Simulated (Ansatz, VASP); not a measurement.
# Two plane-wave programs on BSe

```
B Se
1.0
     3.30283    0.00000    0.00000
    -1.65141    2.86033    0.00000
     0.00000    0.00000   11.19647
B Se
4 4
Direct
  0.66667 0.33333 0.11907
  0.66667 0.33333 0.38093
  0.33333 0.66667 0.61907
  0.33333 0.66667 0.88093
  0.00000 0.00000 0.00000
  0.33333 0.66667 0.25000
  0.00000 0.00000 0.50000
  0.66667 0.33333 0.75000
```

Alike in both runs: functional PBE; k mesh 15 × 15 × 4; occupations gaussian, width 0.1 eV; no spin polarisation.

Ansatz relaxed the structure, and its values are those at the end. VASP's run is a single point on that final structure, the one shown.

```csv
,VASP,Ansatz
version,VASP 6.6.1,Ansatz 0.2.0
potentials or method,"VASP PAW PBE potentials, release 64 (B, Se), cutoff 520 eV","scalar-relativistic, plane waves, PAW"
valence electrons in the cell,36,76
```

```tsv
	VASP	Ansatz	Ansatz less VASP
gap on the k mesh at the Fermi level (eV)	none	none	-
pressure (GPa)	0.1	0.0	-0.09
```

A gap of «none» marks a metal or a gap that the smearing closes. VASP's potentials hold 36 valence electrons a cell and Ansatz's 76, so a difference there can come from the potentials and not from the codes.
